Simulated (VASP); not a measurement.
A run of VASP 6.6.1 is set up as follows.

The input INCAR:

```
ALGO = Normal
EDIFF = 1E-6
ENCUT = 520
GGA = CA
ISIF = 2
ISMEAR = 0
LASPH = True
LCHARG = False
LREAL = False
LWAVE = False
NBANDS = 12
NELM = 60
PREC = Accurate
SIGMA = 0.6
```

KPOINTS

```
k-points
0
Gamma
  9 9 9
```

POSCAR

```
Sb
1.0
    2.1456002536      1.2387628840      3.6587425366
   -2.1456002536      1.2387628840      3.6587425366
    0.0000000000     -2.4775257680      3.6587425366
Sb
2
Direct
    0.2359371474      0.2359371474      0.2359371474
    0.7640628526      0.7640628526      0.7640628526
```

Potentials or basis: VASP PAW LDA potentials, release 64 (Sb).

Command:

```console
$ cat potpaw_LDA.64/Sb/POTCAR > POTCAR
$ mpirun -np 1 vasp_std > vasp.out
```

(1) Predict the pressure.

(2) What does it give for the largest force?

## Answers

(1) 0.3 GPa.

(2) 0.182 eV/Å.
